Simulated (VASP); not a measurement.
# S (P4mm) in VASP: a series of runs, part 2 of 2

VASP 6.6.1. Earlier steps stand in the parts before.

### Step 4. Single point, PBE

This run uses another cell than the first one, of 28.39 Å³/atom, 1.045 times its volume.

INCAR

```
PREC = Accurate
ENCUT = 520
EDIFF = 1E-6
ISMEAR = 0
SIGMA = 0.1
LREAL = F
LASPH = T
NELM = 100
ALGO = Normal
ISIF = 2
LWAVE = F
LCHARG = T
GGA = PE
LELF = T
LVHAR = T
NBANDS = 16
```

KPOINTS

```
regular mesh
0
Gamma
  4 4 4
```

POSCAR

```
S
1.0
    4.1437922012      0.0000000000      0.0000000000
    0.0000000000      4.1437922012      0.0000000000
    0.0000000000      0.0000000000      4.9593500467
S
3
Direct
    0.5000000000      0.5000000000      0.7676032287
    0.0000000000      0.5000000000     -0.0567516144
    0.5000000000      0.0000000000     -0.0567516144
```

Potentials or basis: VASP PAW PBE potentials, release 64 (S).

Launch:

```bash
> cat potpaw_PBE.64/S/POTCAR > POTCAR
> mpirun -np 1 vasp_std > vasp.out
```

OUTCAR:

```text
PREC = Accurate
   ENCUT = 520
   EDIFF = 1E-6
   ISMEAR = 0
   LREAL = F
   LASPH = T
   NELM = 100
   ISIF = 2
   GGA = PE

 ion  position               nearest neighbor table
   1  0.500  0.500  0.768-   2 2.25   3 2.25   3 2.25   2 2.25
   2  0.000  0.500  0.943-   1 2.25   1 2.25
   3  0.500  0.000  0.943-   1 2.25   1 2.25

  LATTYP: Found a simple tetragonal cell.
 ALAT       =     4.1437922012
 C/A-ratio  =     1.1968143686

  Lattice vectors:

 A1 = (   4.1437922012,   0.0000000000,   0.0000000000)
 A2 = (   0.0000000000,   4.1437922012,   0.0000000000)
 A3 = (   0.0000000000,   0.0000000000,   4.9593500467)

Analysis of symmetry for initial positions (statically):
=====================================================================
 Subroutine PRICEL returns:
 Original cell was already a primitive cell.

 Routine SETGRP: Setting up the symmetry group for a
 simple tetragonal supercell.

 Subroutine GETGRP returns: Found  8 space group operations
 (whereof  8 operations were pure point group operations)
 out of a pool of 16 trial point group operations.

The static configuration has the point symmetry C_4v.

Analysis of symmetry for dynamics (positions and initial velocities):
=====================================================================
 Subroutine PRICEL returns:
 Original cell was already a primitive cell.

 Routine SETGRP: Setting up the symmetry group for a
 simple tetragonal supercell.

 Subroutine GETGRP returns: Found  8 space group operations
 (whereof  8 operations were pure point group operations)
 out of a pool of 16 trial point group operations.

The dynamic configuration has the point symmetry C_4v.

 Subroutine INISYM returns: Found  8 space group operations
 (whereof  8 operations are pure point group operations),
 and found     1 'primitive' translations

----------------------------------------------------------------------------------------
[... 108 lines left out ...]
     AMIX_MAG =   1.60;   BMIX_MAG =  1.00
  volume/ion in A,a.u.               =      28.39       191.56
  Fermi-wavevector in a.u.,A,eV,Ry     =   0.975196  1.842854 12.939250  0.951008
  Thomas-Fermi vector in A             =   2.105717
   LORBIT       =      0    0 simple, 1 ext, 2 COOP (PROOUT), +10 PAW based schemes
   GGA     = PE    functional components
   LHFCALC =     F    Hartree Fock is set to
   AEXX    =    0.0000 exact exchange contribution
   IVDW    =     0    specifies the selected vdW correction
   LEPSILON=     F    determine dielectric tensor
   LRPA    =     F    only Hartree local field effects (RPA)
 non-spin polarized calculation
 Gauss-broadening in eV      SIGMA  =   0.10
  energy-cutoff  :      520.00
  volume of cell :       85.16
 maximum number of plane-waves:      2315
 NGX is ok and might be reduce to    32
   NGX = 15   NGY = 15   NGZ = 19

 number of electron      17.9999997 magnetization

 Free energy of the ion-electron system (eV)
  ---------------------------------------------------
  ext. energy  EPLUGINS =         0.00000000
  ---------------------------------------------------
  free energy    TOTEN  =       -10.68191388 eV

  energy without entropy =      -10.68191388  energy(sigma->0) =      -10.68191388

 E-fermi :   1.6589     XC(G=0):  -7.6164

 val. band max:        1.2614414055   @ k =   0.5000   0.5000   0.5000
 cond. band min:       2.0705888386   @ k =   0.5000   0.2500   0.0000
 fundamental gap:      0.8091474331
 Fermi energy:         1.6588741104

 k-point     1 :       0.0000    0.0000    0.0000
  band No.  band energies     occupation
      1     -15.1170      2.00000
      2      -9.5094      2.00000
      3      -7.8569      2.00000
      4      -5.6266      2.00000
      5      -5.6266      2.00000
      6      -1.5206      2.00000
[... 319 lines left out ...]
      3     -11.5460      2.00000
      4      -3.2179      2.00000
      5      -3.1589      2.00000
      6      -2.0628      2.00000
[... 8 lines left out ...]
     15       9.6775      0.00000
     16       9.6775      0.00000

------------------------ aborting loop because EDIFF is reached ----------------------------------------

  FORCE on cell =-STRESS in cart. coord.  units (eV):
  Direction    XX          YY          ZZ          XY          YZ          ZX
  --------------------------------------------------------------------------------------
  -------------------------------------------------------------------------------------
  Total       -0.1284245     -0.1284245     -0.1006321      0.0000000      0.0000000      0.0000000
  in kB       -2.4162265     -2.4162265     -1.8933305      0.0000000      0.0000000      0.0000000
  external PRESSURE =      -2.2419278 kB  Pullay stress =       0.0000000 kB

 VOLUME and BASIS-vectors are now :
 -----------------------------------------------------------------------------
  energy-cutoff  :      520.00
  volume of cell :       85.16
      direct lattice vectors                 reciprocal lattice vectors
     4.143792201  0.000000000  0.000000000     0.241324842  0.000000000  0.000000000
     0.000000000  4.143792201  0.000000000     0.000000000  0.241324842  0.000000000
     0.000000000  0.000000000  4.959350047     0.000000000  0.000000000  0.201639326

 POSITION                                       TOTAL-FORCE (eV/Angst)
 -----------------------------------------------------------------------------------
      2.07190      2.07190      3.80681         0.000000      0.000000      0.082306
      0.00000      2.07190      4.67790         0.000000     -0.000000     -0.041153
      2.07190      0.00000      4.67790         0.000000      0.000000     -0.041153
 -----------------------------------------------------------------------------------
    total drift:                                0.000000     -0.000000     -0.000297

  FREE ENERGIE OF THE ION-ELECTRON SYSTEM (eV)
  ---------------------------------------------------
  free  energy   TOTEN  =       -10.6819138831 eV

  energy  without entropy=      -10.6819138823  energy(sigma->0) =      -10.68191388
```

Wall time 17 s (1 thread of Intel Xeon Platinum 8259CL at 2.50GHz (Skylake/Cascade Lake), shared host); peak memory 0.18 GiB.

What came out:

| Item | Value |
| --- | --- |
| Free energy | -10.6819 eV |
| Pressure | -0.2 GPa |
| Largest force | 0.082 eV/Å |
| Band gap on the k mesh | zero (band 9 reaches 3.41 eV, above the bottom of band 10 at 1.13 eV) |

Forces on the atoms (eV/Å):
```
S    0.000  0.000  0.082
S    0.000  0.000 -0.041
S    0.000  0.000 -0.041
```

Levels at points of the mesh, in eV from the Fermi level:
```
           k point  band 7  band 8  band 9  band 10  band 11  band 12
(0.00, 0.00, 0.00)   -1.62   -0.93   -0.48    -0.48     3.09     3.09
(0.50, 0.00, 0.00)   -2.12   -1.84   -1.21     1.72     2.17     3.16
(0.50, 0.50, 0.00)   -3.51   -0.40    1.75     2.05     2.05     2.87
(0.00, 0.00, 0.50)   -1.09   -1.05   -0.49    -0.49     2.85     2.85
(0.50, 0.00, 0.50)   -2.10   -1.81   -0.98     1.78     2.23     2.93
(0.50, 0.50, 0.50)   -3.72   -0.40    1.75     2.13     2.13     3.39
```

Caveat: the k points lie up to 0.38 Å⁻¹ apart; this functional lacks dispersion, which binds the layers, so the pressure and a relaxed spacing across them are unreliable.

### Step 5. Relaxation of cell and atoms, PBE

This run uses another cell than the first one, of 33.92 Å³/atom, 1.248 times its volume.

INCAR

```
ALGO = Normal
EDIFF = 1E-6
EDIFFG = -0.04
ENCUT = 600
GGA = PE
IBRION = 2
ISIF = 3
ISMEAR = 0
LASPH = True
LCHARG = False
LREAL = False
LWAVE = False
NELM = 100
NSW = 90
PREC = Accurate
SIGMA = 0.1
```

KPOINTS

```
k-points
0
Gamma
  4 4 4
```

POSCAR

```
S
1.0
    4.3611322677      0.0000000000      0.0000000000
    0.0000000000      4.3611322677      0.0000000000
    0.0000000000      0.0000000000      5.3504659954
S
3
Direct
    0.5000000000      0.5000000000      0.6541000000
    0.0000000000      0.5000000000      0.0000000000
    0.5000000000      0.0000000000      0.0000000000
```

Launch:

```bash
> cat potpaw_PBE.64/S/POTCAR > POTCAR
> mpirun -np 1 vasp_std > vasp.out
```

Wall time 4.4 min (1 thread of Intel Xeon Platinum 8259CL at 2.50GHz (Skylake/Cascade Lake), shared host); peak memory 0.24 GiB.

The run converged. Its results:

- Free energy: -10.6832 eV
- Relaxed volume: 27.37 Å³/atom
- Relaxed cell: a = 4.140 Å, b = 4.140 Å, c = 4.790 Å, α = 90.00°, β = 90.00°, γ = 90.00°
- Space group after relaxing (to 0.05 Å): P4mm (No. 99)
- Energy gained by relaxing: 1028.0 meV/atom
- Ionic steps: 20
- Pressure after relaxing: 0.0 GPa
- Largest force after relaxing: 0.004 eV/Å
- Band gap on the k mesh: zero (band 9 reaches 3.68 eV, above the bottom of band 10 at 1.39 eV)

Forces on the atoms (eV/Å):
```
S    0.000  0.000  0.004
S    0.000  0.000 -0.002
S    0.000  0.000 -0.002
```

Step by step:
```tsv
step	energy change (eV)	largest force (eV/Å)	pressure (GPa)	volume (Å³)
1	0.0000	2.2178	-9.24	101.76
2	-1.5475	1.2059	-4.11	75.58
3	-1.6700	0.7096	0.38	69.06
4	-1.6699	0.6619	0.90	68.49
5	-1.8611	1.6402	1.33	68.37
6	-2.7815	2.3331	1.41	67.44
7	-2.1592	1.6194	2.23	62.73
8	-2.8384	1.3741	0.65	65.06
9	-2.9918	0.9556	0.21	66.43
10	-3.0035	0.4109	0.23	66.14
11	-2.9915	0.9460	1.77	66.78
12	-3.0130	0.1264	0.83	66.40
13	-3.0433	0.0883	0.61	68.73
14	-3.0700	0.0497	0.48	72.78
15	-3.0810	0.1125	0.75	80.76
16	-3.0162	0.7766	-2.97	88.50
17	-3.0840	0.0613	-0.01	82.06
18	-3.0840	0.0552	0.02	82.01
19	-3.0834	0.1253	-0.05	82.32
20	-3.0841	0.0038	0.00	82.10
```

Final structure:
```yaml
crystal:
  lattice:
    - [4.14003, 0.00000, 0.00000]
    - [0.00000, 4.14003, 0.00000]
    - [0.00000, 0.00000, 4.78996]
  atoms:
    - { symbol: S, position: [0.50000, 0.50000, 0.76412] }
    - { symbol: S, position: [0.00000, 0.50000, 0.94499] }
    - { symbol: S, position: [0.50000, 0.00000, 0.94499] }
```

Levels at points of the mesh, in eV from the Fermi level:
```csv
k point,band 6,band 7,band 8,band 9,band 10,band 11,band 12,band 13
"(0.00, 0.00, 0.00)",-3.16,-1.65,-0.90,-0.48,-0.48,3.16,3.16,5.95
"(0.50, 0.00, 0.00)",-3.61,-2.13,-1.84,-1.22,1.72,2.17,3.23,5.16
"(0.50, 0.50, 0.00)",-3.47,-3.47,-0.41,1.76,2.06,2.06,2.85,6.12
"(0.00, 0.00, 0.50)",-3.54,-1.11,-0.99,-0.49,-0.49,2.84,2.84,6.01
"(0.50, 0.00, 0.50)",-3.94,-2.10,-1.80,-0.95,1.80,2.24,2.92,6.69
"(0.50, 0.50, 0.50)",-3.75,-3.75,-0.40,1.77,2.14,2.14,3.46,5.08
```

Caveat: the k points lie up to 0.38 Å⁻¹ apart in the final cell; the volume moved by over 15 % at a fixed basis, so the end points are rough; this functional lacks dispersion, which binds the layers, so the pressure and a relaxed spacing across them are unreliable.

### Step 6. Summary

```tsv
task	cell	k mesh	cutoff (eV)	gap on the mesh (eV)	pressure (GPa)	relaxed volume (Å³/atom)	largest force (eV/Å)
single point	a = 4.157, b = 4.157, c = 4.717 Å, 3 atoms	12 × 12 × 10	520	none	-0.2	-	0.06
relaxation of cell and atoms	relaxed from a = 4.156, b = 4.156, c = 4.711 Å, 3 atoms	12 × 12 × 10	600	none	0.0	27.03	-
single point	a = 4.144, b = 4.144, c = 4.959 Å, 3 atoms	4 × 4 × 4	520	none	-0.2	-	0.08
relaxation of cell and atoms	relaxed from a = 4.361, b = 4.361, c = 5.350 Å, 3 atoms	4 × 4 × 4	600	none	0.0	27.37	-
```

Alike in all rows: level PBE; potentials or basis VASP PAW PBE potentials, release 64 (S); no spin polarisation; smearing gaussian 0.1 eV.

Caveats: some runs use coarse meshes; this functional lacks dispersion, which binds the layers, so the pressure and a relaxed spacing across them are unreliable; the volume moved by over 15 % at a fixed basis, so the end points are rough (some runs).

Total energies depend on the potentials used, so only differences within one code and one set of settings carry meaning.
